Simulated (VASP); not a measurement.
## LiTmH4: single point with PBE

The system is LiTmH4.

```
Li Tm H
1.0
     3.37673    0.00000    0.00000
     0.00000    5.36833    0.00000
     0.00000    0.00000    5.95426
Li Tm H
2 2 8
Direct
  0.00000 0.51000 0.05876
  0.50000 0.49000 0.55876
  0.00000 0.96353 0.71794
  0.50000 0.03647 0.21794
  0.50000 0.20076 0.71897
  0.00000 0.16163 0.41605
  0.50000 0.84051 0.52260
  0.00000 0.79924 0.21897
  0.50000 0.83837 0.91605
  0.50000 0.42831 0.22070
  0.00000 0.57169 0.72070
  0.00000 0.15949 0.02260
```

- Program: VASP 6.6.1
- Task: single point
- Functional: PBE
- Potentials or basis: VASP PAW PBE potentials, release 64 (Li_sv, Tm_3, H), 4f in core
- Cutoff: 750 eV
- k mesh: 8 × 6 × 6
- Occupations: gaussian, width 0.02 eV
- Spin: no spin polarisation

The pressure is 4.8 GPa, the largest force is 0.031 eV/Å and the band gap on the k mesh is 2.14 eV (least direct gap 2.75 eV).

Forces in eV/Å, atoms in the order of the input:
```
Li   0.000  0.004  0.001
Li   0.000 -0.004  0.001
Tm   0.000 -0.009  0.004
Tm   0.000  0.009  0.004
H    0.000  0.028 -0.001
H    0.000  0.025 -0.005
H    0.000 -0.025  0.003
H    0.000 -0.028 -0.001
H    0.000 -0.025 -0.005
H    0.000  0.031 -0.001
H    0.000 -0.031 -0.001
H    0.000  0.025  0.003
```

Stress tensor (GPa, compression positive):
```
5.01 0.00 0.00
0.00 4.68 0.00
0.00 0.00 4.80
```

Levels at points of the mesh, in eV from the valence-band top:
```
           k point  band 12  band 13  band 14  band 15  band 16  band 17  band 18  band 19  band 20  band 21
(0.00, 0.00, 0.00)    -2.49    -2.32    -2.31    -1.65    -0.13     3.35     3.76     4.60     5.21     6.19
(0.50, 0.00, 0.00)    -2.90    -2.44    -2.44    -1.78    -1.78     3.25     3.25     4.06     4.06     6.27
(0.00, 0.50, 0.00)    -2.65    -2.22    -2.13    -0.44    -0.04     2.86     3.81     4.70     4.72     5.53
(0.50, 0.50, 0.00)    -2.94    -2.78    -2.78    -1.56    -1.56     2.89     2.89     4.06     4.06     5.00
(0.00, 0.00, 0.50)    -2.71    -1.88    -1.88    -1.08    -1.08     3.97     3.97     5.08     5.08     5.78
(0.50, 0.00, 0.50)    -2.93    -2.53    -2.53    -1.86    -1.86     4.13     4.13     4.19     4.19     6.23
(0.00, 0.50, 0.50)    -3.74    -1.45    -1.45    -0.51    -0.51     3.23     3.23     4.97     4.97     5.20
(0.50, 0.50, 0.50)    -3.03    -2.49    -2.49    -1.91    -1.91     3.41     3.41     4.36     4.36     6.02
```

Run time: 3.5 min on 1 thread of Intel(R) Xeon(R) 6975P-C (Granite Rapids), with other jobs on the host, peak memory 0.5 GiB.

Caveat: the cell stands under pressure; spin-orbit coupling is left out, which moves the levels of the heavy elements; the 4f electrons are frozen in the core, so they carry no moment and show no levels. Spin polarisation is off, so any magnetic state and its effect on volume and gap are missing.
